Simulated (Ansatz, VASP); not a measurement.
Se: VASP beside Ansatz

```
CELL_PARAMETERS angstrom
4.33588 0.00000 0.00000
-2.16794 3.75498 0.00000
0.00000 0.00000 8.77190
ATOMIC_POSITIONS crystal
Se 0.00000 0.00000 0.96537
Se 0.00000 0.00000 0.46537
Se 0.33333 0.66667 0.03963
Se 0.66667 0.33333 0.53963
```

Alike in both runs: functional PBE; k mesh 12 × 12 × 6; occupations gaussian, width 0.1 eV; no spin polarisation.

Ansatz relaxed the structure, and its values are those at the end. VASP's run is a single point on that final structure, the one shown.

|  | VASP | Ansatz |
| --- | --- | --- |
| version | VASP 6.6.1 | Ansatz 0.2.0 |
| potentials or method | VASP PAW PBE potentials, release 64 (Se), cutoff 520 eV | scalar-relativistic, plane waves, PAW |
| valence electrons in the cell | 24 | 64 |

|  | VASP | Ansatz | Ansatz less VASP |
| --- | --- | --- | --- |
| gap on the k mesh at the Fermi level (eV) | none | none | - |
| pressure (GPa) | 0.0 | 0.0 | -0.03 |

A gap of «none» marks a metal or a gap that the smearing closes. With one functional, cell and mesh, what is left measures potentials, basis and numerics. VASP's potentials hold 24 valence electrons a cell and Ansatz's 64, so a difference there can come from the potentials and not from the codes.
